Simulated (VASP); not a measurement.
Input of a VASP 6.6.1 run:

The input INCAR:

```
SYSTEM = SiC
PREC = Accurate
ENCUT = 520
EDIFF = 1E-6
ISMEAR = 0
SIGMA = 0.05
LREAL = .False.
LASPH = .True.
NELM = 60
ALGO = Normal
ISIF = 2
LWAVE = .False.
LCHARG = .True.
GGA = PS
LELF = .True.
LVHAR = .True.
NBANDS = 11
```

KPOINTS

```
regular mesh
0
Gamma
  12 12 12
  0 0 0
```

Contents of POSCAR:

```
SiC
1.0
    0.0000000000      2.2873193088      2.2873193088
    2.2873193088      0.0000000000      2.2873193088
    2.1982663437      2.1982663437      0.0890529651
Si C
1 1
Direct
    0.0000000000      0.0000000000      0.0000000000
    0.7500000000      0.7500000000      0.7500000000
```

Potentials or basis: VASP PAW PBE potentials, release 64 (Si, C).

Command:

```console
$ cat potpaw_PBE.64/Si/POTCAR potpaw_PBE.64/C/POTCAR > POTCAR
$ mpirun -np 1 vasp_std > vasp.out
```

Task: Predict the largest force.

Result: 0.476 eV/Å.

Task: What does it give for the pressure?

Result: -14.9 GPa.

Task: Estimate the band gap on the k mesh.

Result: 1.10 eV, indirect (least direct gap 3.97 eV).

Stress tensor (GPa, compression positive):
```
-14.86   9.10  -9.10
  9.10 -14.86  -9.10
 -9.10  -9.10 -14.86
```

Caveat: the PAW data sets were made with another functional, which shifts forces and pressure a little. A k mesh can miss the band edges.
